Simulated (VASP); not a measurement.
Set up this calculation in VASP 6.6.1, as the native input.

| Item | Value |
| --- | --- |
| Task | single point |
| Functional | PBE |
| Potentials or basis | VASP PAW PBE potentials, release 64 (O) |
| Cutoff | 520 eV |
| k mesh | 19 × 19 × 19 |
| Occupations | fermi-dirac, width 0.05 eV |
| Spin | no spin polarisation |
| Dipole correction | no |
| Further INCAR settings | ALGO = Normal; EDIFF = 1e-06; NBANDS = 9 |

The structure of O lies in POSCAR:

```
O
1.0
    0.0000000000      1.5174574625      1.5174574625
    1.5174574625      0.0000000000      1.5174574625
    1.5174574625      1.5174574625      0.0000000000
O
1
Direct
    0.0000000000      0.0000000000      0.0000000000
```

One way to write it, as run:

INCAR

```
SYSTEM = O
PREC = Accurate
ENCUT = 520
EDIFF = 1E-6
ISMEAR = -1
SIGMA = 0.05
LREAL = .False.
LASPH = .True.
NELM = 80
ALGO = Normal
ISIF = 2
LWAVE = .False.
LCHARG = .False.
GGA = PE
NBANDS = 9
```

KPOINTS

```
Automatic mesh
0
Gamma
  19 19 19
  0 0 0
```

Potentials or basis: VASP PAW PBE potentials, release 64 (O).

Command:

```sh
$ cat potpaw_PBE.64/O/POTCAR > POTCAR
$ mpirun -np 1 vasp_std > vasp.out
```

Results of the run:

| Property | Result |
| --- | --- |
| Pressure | 25.4 GPa |
| Band gap on the k mesh | zero (bands 3 and 4 overlap by 3.98 eV) |

Caveat: the cell stands under pressure.

It took 4.8 s on 1 thread of AMD EPYC 9R45 96-Core Processor (Zen 5), on a shared host, peak memory 0.09 GiB.
